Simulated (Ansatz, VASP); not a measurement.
MoS2 in VASP and in Ansatz

INCAR

```
  PREC = Accurate
  ENCUT = 520
  EDIFF = 1E-7
  ISMEAR = 0
  SIGMA = 0.15
  LREAL = F
  LASPH = T
  NELM = 80
  ALGO = Normal
  ISIF = 2
  LWAVE = F
  LCHARG = F
  GGA = PS
  NBANDS = 49
```

KPOINTS

```
Automatic mesh
0
Gamma
  17 17 3
```

POSCAR

```
MoS2
1.0
   -1.5602034497     -2.7023516451      0.0000000000
    1.5602034497     -2.7023516451      0.0000000000
    0.0000000000      0.0000000000     19.2580752127
Mo S
3 6
Direct
    0.3333333333      0.3333333333      0.1580280897
    0.6666666667      0.6666666667      0.4740526666
    0.0000000000      1.0000000000      0.7900772435
    1.0000000000      1.0000000000      0.5571892366
    0.3333333333      0.3333333333      0.8732138135
    0.6666666667      0.6666666667      0.2411646597
    1.0000000000      1.0000000000      0.0748915196
    0.3333333333      0.3333333333      0.3909160965
    0.6666666667      0.6666666667      0.7069406734
```

Input for Ansatz:

```yaml
crystal:
  lattice:
    - [-1.5602034497, -2.7023516451, 0.0]
    - [1.5602034497, -2.7023516451, 0.0]
    - [0.0, 0.0, 19.2580752127]
  atoms:
    - { symbol: Mo, position: [0.3333333333, 0.3333333333, 0.1580280897] }
    - { symbol: Mo, position: [0.6666666667, 0.6666666667, 0.4740526666] }
    - { symbol: Mo, position: [0.0, 1.0, 0.7900772435] }
    - { symbol: S, position: [1.0, 1.0, 0.5571892366] }
    - { symbol: S, position: [0.3333333333, 0.3333333333, 0.8732138135] }
    - { symbol: S, position: [0.6666666667, 0.6666666667, 0.2411646597] }
    - { symbol: S, position: [1.0, 1.0, 0.0748915196] }
    - { symbol: S, position: [0.3333333333, 0.3333333333, 0.3909160965] }
    - { symbol: S, position: [0.6666666667, 0.6666666667, 0.7069406734] }
basis:
  ecutwfc: 420
kpoints:
  mp_grid: { grid: [17, 17, 3] }
hamiltonian:
  xc: pbesol
scf:
  occupations: { method: gaussian, width: 0.15 }
output:
  forces: true
  stress: true
  eigenvalues: true
  write_density: true
  write_potential: true
  elf: true
  volumetric_format: npy
```

Alike in both runs: task single point; functional PBEsol; k mesh 17 × 17 × 3; occupations gaussian, width 0.15 eV; no spin polarisation.

```csv
,VASP,Ansatz
version,VASP 6.6.1,Ansatz 0.2.0
potentials or method,"VASP PAW PBE potentials, release 64 (Mo_sv, S), cutoff 520 eV","scalar-relativistic, plane waves, PAW"
valence electrons in the cell,78,78
```

Ansatz gave:

- gap on the k mesh at the Fermi level (eV): none
- pressure (GPa): -0.1
- traceless stress, the component that is largest in VASP (GPa): -0.09
- rms of the force components (eV/Å): 0.012

Q: Estimate VASP's values.

A: gap on the k mesh at the Fermi level (eV): none; pressure (GPa): -0.1; traceless stress, the component that is largest in VASP (GPa): -0.09; rms of the force components (eV/Å): 0.013.

VASP's potentials were made for PBE, not for PBEsol. Atom by atom the forces differ by 0.002 eV/Å (rms over components). A gap of «none» marks a metal or a gap that the smearing closes. With one functional, cell and mesh, what is left measures potentials, basis and numerics.
